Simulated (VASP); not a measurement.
Crystal: Al.

```xyz
1
Lattice="0.0000 2.0248 2.0248 2.0248 0.0000 2.0248 2.0248 2.0248 0.0000" Properties=species:S:1:pos:R:3 pbc="T T T"
Al    0.0000    0.0000    0.0000
```

| Quantity | Value |
| --- | --- |
| Program | VASP 6.6.1 |
| Task | relaxation of cell and atoms |
| Functional | PBEsol |
| Potentials or basis | VASP PAW PBE potentials, release 64 (Al) |
| Cutoff | 600 eV |
| k mesh | 11 × 11 × 11 |
| Occupations | fermi-dirac, width 0.05 eV |
| Spin | no spin polarisation |

At the start: pressure -1.9 GPa; volume 16.60 Å³/atom.

Problem. How do energy, volume and symmetry change on relaxing?

Solution. Over 3 steps the energy falls by 2.3 meV/atom and the volume is 16.22 Å³/atom (-2.3 %); space group Fm-3m (No. 225, to 0.05 Å).

The path:
| step | energy change (eV) | largest force (eV/Å) | pressure (GPa) | volume (Å³) |
| --- | --- | --- | --- | --- |
| 1 | 0.0000 | 0.0000 | -1.87 | 16.60 |
| 2 | -0.0022 | 0.0000 | 0.39 | 16.14 |
| 3 | -0.0023 | 0.0000 | 0.00 | 16.22 |

Final structure:
```yaml
crystal:
  lattice:
    - [0.00000, 2.00892, 2.00892]
    - [2.00892, 0.00000, 2.00892]
    - [2.00892, 2.00892, 0.00000]
  atoms:
    - { symbol: Al, position: [0.00000, 0.00000, 0.00000] }
```

The cell as given is a measured one (16.60 Å³/atom); PBEsol puts the equilibrium volume -2.3 % from it, thermal expansion not counted.

Caveat: the PAW data sets were made with another functional, which shifts forces and pressure a little.
